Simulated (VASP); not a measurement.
PbS (Galena):

```
Pb S
1.0
     0.00000    2.96575    2.96575
     2.96575    0.00000    2.96575
     2.96575    2.96575    0.00000
Pb S
1 1
Direct
  0.00000 0.00000 0.00000
  0.50000 0.50000 0.50000
```

- Program: VASP 6.6.1
- Task: relaxation of cell and atoms
- Functional: revPBE
- Potentials or basis: VASP PAW PBE potentials, release 64 (Pb_d, S)
- Cutoff: 600 eV
- k mesh: 8 × 8 × 8
- Occupations: fermi-dirac, width 0.05 eV
- Spin: no spin polarisation

At the start: pressure 3.6 GPa; volume 26.09 Å³/atom.

**Question.** How do energy, volume and symmetry change on relaxing?

**Answer.** Over 3 steps the energy falls by 18.4 meV/atom and the volume is 27.81 Å³/atom (+6.6 %); space group Fm-3m (No. 225, to 0.05 Å).

Step by step:
| step | energy change (eV) | largest force (eV/Å) | pressure (GPa) | volume (Å³) |
| --- | --- | --- | --- | --- |
| 1 | 0.0000 | 0.0000 | 3.61 | 52.17 |
| 2 | -0.0335 | 0.0000 | -0.93 | 56.74 |
| 3 | -0.0368 | 0.0000 | 0.01 | 55.62 |

Final structure:
```
Pb S
1.0
     0.00000    3.02968    3.02968
     3.02968    0.00000    3.02968
     3.02968    3.02968    0.00000
Pb S
1 1
Direct
  0.00000 0.00000 0.00000
  0.50000 0.50000 0.50000
```

Caveat: the PAW data sets were made with another functional, which shifts forces and pressure a little.
